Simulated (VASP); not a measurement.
# TaN (Fm-3m) in VASP: notebook

TaN is run at these levels: r2SCAN; tasks: single point.

Everything below comes from runs of VASP 6.6.1. Logs are shortened: lines on timing, memory, paths and dates and some standing lists are left out, and cuts for length are marked.

## (1) The cell of the first run

It takes space group Fm-3m (No. 225, cubic). Conventional cell: a = 4.393 Å, b = 4.393 Å, c = 4.393 Å, α = 90.00°, β = 90.00°, γ = 90.00°. Ta (site symmetry m-3m) has 6 N at 2.20 Å within 2.9 Å. Within 2.9 Å of N (site symmetry m-3m) lie 6 Ta at 2.20 Å.

## (2) Single point, r2SCAN

The input, POSCAR:

```
TaN
1.0
    0.0000000000      2.1964814589      2.1964814589
    2.1964814589      0.0000000000      2.1964814589
    2.1964814589      2.1964814589      0.0000000000
Ta N
1 1
Direct
    0.5000000000      0.5000000000      0.5000000000
    0.0000000000      0.0000000000      0.0000000000
```

The input, INCAR.step1:

```
ALGO = Normal ; EDIFF = 1E-4
ENCUT = 520 ; GGA = PE
ISMEAR = -1 ; LASPH = True
LCHARG = False ; LREAL = False
LWAVE = True ; NBANDS = 15
NELM = 80 ; PREC = Accurate
SIGMA = 0.05
```

The input, INCAR.step2:

```
ALGO = Normal ; EDIFF = 1E-7
ENCUT = 520 ; ISIF = 2
ISMEAR = -1 ; ISTART = 1
LASPH = True ; LCHARG = False
LMIXTAU = True ; LREAL = False
LWAVE = False ; METAGGA = R2SCAN
NBANDS = 15 ; NELM = 80
PREC = Accurate ; SIGMA = 0.05
```

The input, KPOINTS:

```
k-points
0
Gamma
  10 10 10
```

Potentials or basis: VASP PAW PBE potentials, release 64 (Ta_pv, N).

Started as:

```console
$ cat potpaw_PBE.64/Ta_pv/POTCAR potpaw_PBE.64/N/POTCAR > POTCAR
$ cp INCAR.step1 INCAR
$ mpirun -np 1 vasp_std > vasp.out
$ cp INCAR.step2 INCAR
$ mpirun -np 1 vasp_std > vasp.out
```

OUTCAR:

```text
EDIFF = 1E-7
   ENCUT = 520
   ISIF = 2
   ISMEAR = -1
   ISTART = 1
   LASPH = True
   LREAL = False
   METAGGA = R2SCAN
   NELM = 80
   PREC = Accurate

 ion  position               nearest neighbor table
   1  0.500  0.500  0.500-   2 2.20   2 2.20   2 2.20   2 2.20   2 2.20   2 2.20
   2  0.000  0.000  0.000-   1 2.20   1 2.20   1 2.20   1 2.20   1 2.20   1 2.20

  LATTYP: Found a face centered cubic cell.
 ALAT       =     4.3929629178

  Lattice vectors:

 A1 = (   0.0000000000,   2.1964814589,   2.1964814589)
 A2 = (   2.1964814589,   0.0000000000,   2.1964814589)
 A3 = (   2.1964814589,   2.1964814589,   0.0000000000)

Analysis of symmetry for initial positions (statically):
=====================================================================
 Subroutine PRICEL returns:
 Original cell was already a primitive cell.

 Routine SETGRP: Setting up the symmetry group for a
 face centered cubic supercell.

 Subroutine GETGRP returns: Found 48 space group operations
 (whereof 48 operations were pure point group operations)
 out of a pool of 48 trial point group operations.

The static configuration has the point symmetry O_h .

Analysis of symmetry for dynamics (positions and initial velocities):
=====================================================================
 Subroutine PRICEL returns:
 Original cell was already a primitive cell.

 Routine SETGRP: Setting up the symmetry group for a
 face centered cubic supercell.

 Subroutine GETGRP returns: Found 48 space group operations
 (whereof 48 operations were pure point group operations)
 out of a pool of 48 trial point group operations.

The dynamic configuration has the point symmetry O_h .

 Subroutine INISYM returns: Found 48 space group operations
 (whereof 48 operations are pure point group operations),
 and found     1 'primitive' translations

----------------------------------------------------------------------------------------

                                     Primitive cell

  volume of cell :      21.1940

  direct lattice vectors                    reciprocal lattice vectors
     0.000000000  2.196481459  2.196481459    -0.227636795  0.227636795  0.227636795
     2.196481459  0.000000000  2.196481459     0.227636795 -0.227636795  0.227636795
     2.196481459  2.196481459  0.000000000     0.227636795  0.227636795 -0.227636795

  length of vectors
     3.106293869  3.106293869  3.106293869     0.394278495  0.394278495  0.394278495

  position of ions in fractional coordinates (direct lattice)
     0.500000000  0.500000000  0.500000000
     0.000000000  0.000000000  0.000000000

  ion indices of the primitive-cell ions
   primitive index   ion index
                 1           1
                 2           2

----------------------------------------------------------------------------------------

 KPOINTS: k-points

Automatic generation of k-mesh.
 Grid dimensions read from file:
 generate k-points for:   10   10   10

 Generating k-lattice:

  Cartesian coordinates                     Fractional coordinates (reciprocal lattice)
    -0.022763680  0.022763680  0.022763680     0.100000000  0.000000000  0.000000000
     0.022763680 -0.022763680  0.022763680     0.000000000  0.100000000  0.000000000
     0.022763680  0.022763680 -0.022763680     0.000000000  0.000000000  0.100000000

  Length of vectors
     0.039427849  0.039427849  0.039427849

  Shift w.r.t. Gamma in fractional coordinates (k-lattice)
     0.000000000  0.000000000  0.000000000

 Subroutine IBZKPT returns following result:
 ===========================================

 Found     47 irreducible k-points:

 Following reciprocal coordinates:
            Coordinates               Weight
  0.000000  0.000000  0.000000      1.000000
  0.100000  0.000000  0.000000      8.000000
  0.200000  0.000000  0.000000      8.000000
  0.300000  0.000000  0.000000      8.000000
  0.400000  0.000000  0.000000      8.000000
  0.500000  0.000000  0.000000      4.000000
[... 16 lines left out ...]
  0.300000  0.300000  0.000000      6.000000
  0.400000  0.300000  0.000000     24.000000
 [... further k-points ...]
   k-points           NKPTS =     47   k-points in BZ     NKDIM =     47   number of bands    NBANDS=     15
   number of dos      NEDOS =    301   number of ions     NIONS =      2
   total plane-waves  NPLWV =  13824
   dimension x,y,z NGX =    24 NGY =   24 NGZ =   24
   dimension x,y,z NGXF=    48 NGYF=   48 NGZF=   48
   ions per type =               1   1
   NGX,Y,Z   is equivalent  to a cutoff of  12.84, 12.84, 12.84 a.u.
   NGXF,Y,Z  is equivalent  to a cutoff of  25.69, 25.69, 25.69 a.u.
 SYSTEM =  unknown system
   PREC   = accura    normal or accurate (medium, high low for compatibility)
   ISTART =      1    job   : 0-new  1-cont  2-samecut
   ICHARG =      0    charge: 1-file 2-atom 10-const
   ISPIN  =      1    spin polarized calculation?
   LNONCOLLINEAR =      F non collinear calculations
   LSORBIT =      F    spin-orbit coupling
   LASPH  =      T    aspherical Exc in radial PAW
   ENCUT  =  520.0 eV  38.22 Ry    6.18 a.u.   5.78  5.78  5.78*2*pi/ulx,y,z
   NELM   =     80;   NELMIN=  2; NELMDL=  0     # of ELM steps
   EDIFF  = 0.1E-06   stopping-criterion for ELM
   LREAL  =      F    real-space projection
   EDIFFG = 0.1E-05   stopping-criterion for IOM
   NSW    =      0    number of steps for IOM
   IBRION =     -1    ionic relax: 0-MD 1-quasi-New 2-CG
   NFREE  =      0    steps in history (QN), initial steepest desc. (CG)
   ISIF   =      2    stress and relaxation
   ISYM   =      2    0-nonsym 1-usesym 2-fastsym
   POTIM  = 0.5000    time-step for ionic-motion
   TEBEG  =    0.0;   TEEND  =   0.0 temperature during run
   PSTRESS=    0.0 pullay stress
   NELECT =      16.0000    total number of electrons
   NUPDOWN=      -1.0000    fix difference up-down
   EMIN   =  10.00;   EMAX   =-10.00  energy-range for DOS
   EFERMI =   0.00;   METHOD = LEGACY
   ISMEAR =    -1;   SIGMA  =   0.05  broadening in eV -4-tet -1-fermi 0-gaus
   EFERMI_NEDOS =   21; number of points for ismear=-14 and -15
   IALGO  =     38    algorithm
   IMIX   =      4    mixing-type and parameters
     AMIX     =   0.40;   BMIX     =  1.00
     AMIX_MAG =   1.60;   BMIX_MAG =  1.00
  volume/ion in A,a.u.               =      10.60        71.51
  Fermi-wavevector in a.u.,A,eV,Ry     =   1.490655  2.816930 30.232877  2.222054
  Thomas-Fermi vector in A             =   2.603410
   LORBIT       =      0    0 simple, 1 ext, 2 COOP (PROOUT), +10 PAW based schemes
   METAGGA = R2SCAN    functional components
   LHFCALC =     F    Hartree Fock is set to
   AEXX    =    0.0000 exact exchange contribution
   IVDW    =     0    specifies the selected vdW correction
   LEPSILON=     F    determine dielectric tensor
   LRPA    =     F    only Hartree local field effects (RPA)
 non-spin polarized calculation
  energy-cutoff  :      520.00
  volume of cell :       21.19
 maximum number of plane-waves:       588
   NGX = 11   NGY = 11   NGZ = 11

 number of electron      16.0000002 magnetization

 Free energy of the ion-electron system (eV)
  ---------------------------------------------------
  ext. energy  EPLUGINS =         0.00000000
  ---------------------------------------------------
  free energy    TOTEN  =       -59.63956149 eV

  energy without entropy =      -59.63390362  energy(sigma->0) =      -59.63673255

 E-fermi :   9.6751     XC(G=0): -14.4796

 val. band max:        9.5680362572   @ k =  -0.2000   0.2000   0.0000
 cond. band min:       9.7122619565   @ k =  -0.3000   0.3000   0.1000
 fundamental gap:      0.1442256993
 Fermi energy:         9.6750655417

 k-point     1 :       0.0000    0.0000    0.0000
  band No.  band energies     occupation
      1     -27.5079      2.00000
      2     -27.5079      2.00000
      3     -27.5079      2.00000
      4     -10.3857      2.00000
      5       5.5045      2.00000
      6       5.5045      2.00000
      7       5.5045      2.00000
      8       7.4705      2.00000
      9       7.4705      2.00000
     10       7.4705      2.00000
     11       9.7744      0.24113
     12       9.7744      0.24113
     13      11.4588      0.00000
     14      19.1888      0.00000
     15      19.6262      0.00000

 k-point     2 :       0.1000    0.0000    0.0000
  band No.  band energies     occupation
      1     -27.5996      2.00000
      2     -27.5159      2.00000
      3     -27.5159      2.00000
      4     -10.1416      2.00000
      5       4.3870      2.00000
      6       4.7527      2.00000
      7       4.7527      2.00000
      8       7.8378      2.00000
      9       7.8378      2.00000
     10       7.9072      2.00000
     11      10.7109      0.00000
     12      10.7109      0.00000
     13      12.1791      0.00000
     14      19.1886      0.00000
     15      20.3719      0.00000

 k-point     3 :       0.2000    0.0000    0.0000
  band No.  band energies     occupation
      1     -27.8323      2.00000
      2     -27.5368      2.00000
      3     -27.5368      2.00000
      4      -9.4773      2.00000
      5       2.4934      2.00000
      6       3.5245      2.00000
      7       3.5245      2.00000
      8       8.4923      2.00000
      9       8.6791      2.00000
     10       8.6791      2.00000
     11      12.6690      0.00000
     12      12.6690      0.00000
     13      13.6953      0.00000
     14      19.1883      0.00000
     15      22.0606      0.00000

 k-point     4 :       0.3000    0.0000    0.0000
  band No.  band energies     occupation
      1     -28.1065      2.00000
      2     -27.5624      2.00000
      3     -27.5624      2.00000
      4      -8.5778      2.00000
      5       0.6939      2.00000
      6       2.5027      2.00000
      7       2.5027      2.00000
      8       9.3557      1.99664
      9       9.8503      0.05839
     10       9.8503      0.05839
     11      14.8163      0.00000
     12      14.8163      0.00000
     13      14.9124      0.00000
     14      19.1869      0.00000
     15      22.5192      0.00000
[... 307 lines left out ...]
 k-point    22 :      -0.2000    0.2000    0.0000
  band No.  band energies     occupation
      1     -28.0565      2.00000
      2     -27.7319      2.00000
      3     -27.5526      2.00000
      4      -8.5123      2.00000
      5       0.5973      2.00000
      6       2.2188      2.00000
      7       3.0176      2.00000
      8       9.2032      1.99984
      9       9.5680      1.78957
     10      11.3965      0.00000
     11      12.0097      0.00000
     12      16.0654      0.00000
     13      16.4462      0.00000
     14      19.1868      0.00000
     15      23.0808      0.00000

 k-point    23 :       0.3000    0.3000    0.0000
  band No.  band energies     occupation
      1     -28.0321      2.00000
      2     -27.6997      2.00000
      3     -27.6997      2.00000
      4      -8.9673      2.00000
      5       1.0242      2.00000
      6       4.3930      2.00000
      7       4.3930      2.00000
      8       4.9357      2.00000
      9      11.0470      0.00000
     10      12.1160      0.00000
     11      12.1160      0.00000
     12      12.8551      0.00000
     13      18.4903      0.00000
     14      19.1888      0.00000
     15      23.4140      0.00000

 k-point    24 :       0.4000    0.3000    0.0000
  band No.  band energies     occupation
      1     -28.1362      2.00000
      2     -27.7568      2.00000
      3     -27.7301      2.00000
      4      -8.8359      2.00000
      5       1.2472      2.00000
      6       3.4223      2.00000
      7       4.0723      2.00000
      8       5.5966      2.00000
      9      11.9191      0.00000
     10      12.6227      0.00000
     11      12.7117      0.00000
     12      13.8196      0.00000
     13      18.5812      0.00000
     14      19.1900      0.00000
     15      21.0597      0.00000

 [... further k-points ...]

------------------------ aborting loop because EDIFF is reached ----------------------------------------

  FORCE on cell =-STRESS in cart. coord.  units (eV):
  Direction    XX          YY          ZZ          XY          YZ          ZX
  --------------------------------------------------------------------------------------
  -------------------------------------------------------------------------------------
  Total        0.3487191      0.3487191      0.3487191      0.0000000      0.0000000      0.0000000
  in kB       26.3617207     26.3617207     26.3617207      0.0000000      0.0000000      0.0000000
  external PRESSURE =      26.3617207 kB  Pullay stress =       0.0000000 kB

 VOLUME and BASIS-vectors are now :
 -----------------------------------------------------------------------------
  energy-cutoff  :      520.00
  volume of cell :       21.19
      direct lattice vectors                 reciprocal lattice vectors
     0.000000000  2.196481459  2.196481459    -0.227636795  0.227636795  0.227636795
     2.196481459  0.000000000  2.196481459     0.227636795 -0.227636795  0.227636795
     2.196481459  2.196481459  0.000000000     0.227636795  0.227636795 -0.227636795

 POSITION                                       TOTAL-FORCE (eV/Angst)
 -----------------------------------------------------------------------------------
      2.19648      2.19648      2.19648         0.000000     -0.000000      0.000000
      0.00000      0.00000      0.00000        -0.000000      0.000000     -0.000000
 -----------------------------------------------------------------------------------
    total drift:                                0.000000     -0.000000     -0.000000

  FREE ENERGIE OF THE ION-ELECTRON SYSTEM (eV)
  ---------------------------------------------------
  free  energy   TOTEN  =       -59.6395614860 eV

  energy  without entropy=      -59.6339036158  energy(sigma->0) =      -59.63673255
```

Wall time 36 s (1 thread of AMD EPYC 9R45 (Zen 5), shared host); peak memory 0.12 GiB.

What came out:

```
Free energy            : -59.6396 eV
Pressure               : 2.6 GPa
Band gap on the k mesh : zero (band 8 reaches 11.58 eV, above the bottom of band 9 at 7.47 eV)
```

Caveat: the PAW data sets were made with another functional, which shifts forces and pressure a little; spin-orbit coupling is left out, which moves the levels of the heavy elements.

## (3) Single point, r2SCAN

This run uses another cell than the first one, of 10.81 Å³/atom, 1.020 times its volume.

The input, POSCAR:

```
TaN
1.0
    0.0000000000      2.2113230000      2.2113230000
    2.2113230000      0.0000000000      2.2113230000
    2.2113230000      2.2113230000      0.0000000000
Ta N
1 1
Direct
    0.5000000000      0.5000000000      0.5000000000
    0.0000000000      0.0000000000      0.0000000000
```

The input, INCAR.step1:

```
SYSTEM = TaN
PREC = Accurate
ENCUT = 520
ISMEAR = -1
SIGMA = 0.05
LREAL = .FALSE.
LASPH = .TRUE.
NELM = 60
NBANDS = 15
GGA = PE
ALGO = Normal
EDIFF = 1E-4
LWAVE = .TRUE.
LCHARG = .FALSE.
```

The input, INCAR.step2:

```
SYSTEM = TaN
PREC = Accurate
ENCUT = 520
EDIFF = 1E-7
ISMEAR = -1
SIGMA = 0.05
LREAL = .FALSE.
LASPH = .TRUE.
NELM = 60
ALGO = Normal
ISIF = 2
LWAVE = .FALSE.
LCHARG = .FALSE.
METAGGA = R2SCAN
LMIXTAU = .TRUE.
NBANDS = 15
ISTART = 1
```

The input, KPOINTS:

```
Automatic mesh
0
G
  10 10 10
  0 0 0
```

Potentials or basis: VASP PAW PBE potentials, release 64 (Ta_pv, N).

Started as:

```console
$ cat potpaw_PBE.64/Ta_pv/POTCAR potpaw_PBE.64/N/POTCAR > POTCAR
$ cp INCAR.step1 INCAR
$ mpirun -np 1 vasp_std > vasp.out
$ cp INCAR.step2 INCAR
$ mpirun -np 1 vasp_std > vasp.out
```

Wall time 38 s (1 thread of AMD EPYC 9R45 (Zen 5), shared host); peak memory 0.12 GiB.

It converged, with:

```yaml
Free_energy: -59.6375 eV
Pressure: -4.4 GPa
Band_gap_on_the_k_mesh: zero (band 8 reaches 11.28 eV, above the bottom of band 9 at 7.30 eV)
```

Levels at points of the mesh, in eV from the Fermi level:
| k point | band 5 | band 6 | band 7 | band 8 | band 9 | band 10 | band 11 | band 12 |
| --- | --- | --- | --- | --- | --- | --- | --- | --- |
| (0.00, 0.00, 0.00) | -4.11 | -4.11 | -4.11 | -2.15 | -2.15 | -2.15 | 0.10 | 0.10 |
| (0.50, 0.00, 0.00) | -10.71 | -7.89 | -7.89 | 1.84 | 1.84 | 1.99 | 4.00 | 7.62 |
| (0.50, 0.50, 0.00) | -7.07 | -5.53 | -4.97 | -4.97 | 2.12 | 3.42 | 3.42 | 4.51 |

Caveat: the PAW data sets were made with another functional, which shifts forces and pressure a little; spin-orbit coupling is left out, which moves the levels of the heavy elements.
